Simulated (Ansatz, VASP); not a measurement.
**Mo: VASP beside Ansatz**

The input INCAR:

```
SYSTEM = Mo
PREC = Accurate
ENCUT = 520
EDIFF = 1E-7
ISMEAR = 0
SIGMA = 0.15
LREAL = .FALSE.
LASPH = .TRUE.
NELM = 60
ALGO = Fast
ISIF = 2
LWAVE = .FALSE.
LCHARG = .TRUE.
GGA = PE
LELF = .TRUE.
LVHAR = .TRUE.
NBANDS = 13
```

File KPOINTS:

```
regular mesh
0
G
  20 20 20
  0 0 0
```

POSCAR

```
Mo
1.0
   -1.4511945180      1.7672384050      1.5222253816
    1.4511945180     -1.7672384050      1.5222253816
    1.4511945180      1.7672384050     -1.5222253816
Mo
1
Direct
    0.0000000000      0.0000000000      0.0000000000
```

Input for Ansatz:

```yaml
crystal:
  lattice:
    - [-1.451194518, 1.767238405, 1.5222253816]
    - [1.451194518, -1.767238405, 1.5222253816]
    - [1.451194518, 1.767238405, -1.5222253816]
  atoms:
    - { symbol: Mo, position: [0.0, 0.0, 0.0] }
basis:
  ecutwfc: 420
kpoints:
  mp_grid: { grid: [20, 20, 20] }
hamiltonian:
  xc: pbe
scf:
  occupations: { method: gaussian, width: 0.15 }
output:
  forces: true
  stress: true
  eigenvalues: true
```

Change from the starting cell: strain +e along x and -e along y -0.1000, strain +e along z and -e/2 along x and y -0.0367.

Alike in both runs: task single point; functional PBE; k mesh 20 × 20 × 20; occupations gaussian, width 0.15 eV; no spin polarisation.

|  | VASP | Ansatz |
| --- | --- | --- |
| version | VASP 6.6.1 | Ansatz 0.2.0 |
| potentials or method | VASP PAW PBE potentials, release 64 (Mo_sv), cutoff 520 eV | scalar-relativistic, plane waves, PAW |
| valence electrons in the cell | 14 | 14 |

Ansatz gave:

```
gap on the k mesh at the Fermi level (eV)                     : none
pressure (GPa)                                                : 6.0
traceless stress, the component that is largest in VASP (GPa) : -19.10
```

Question: What did VASP give for the same quantities?

Answer: gap on the k mesh at the Fermi level (eV): none; pressure (GPa): 6.6; traceless stress, the component that is largest in VASP (GPa): -19.09.

A gap of «none» marks a metal or a gap that the smearing closes.
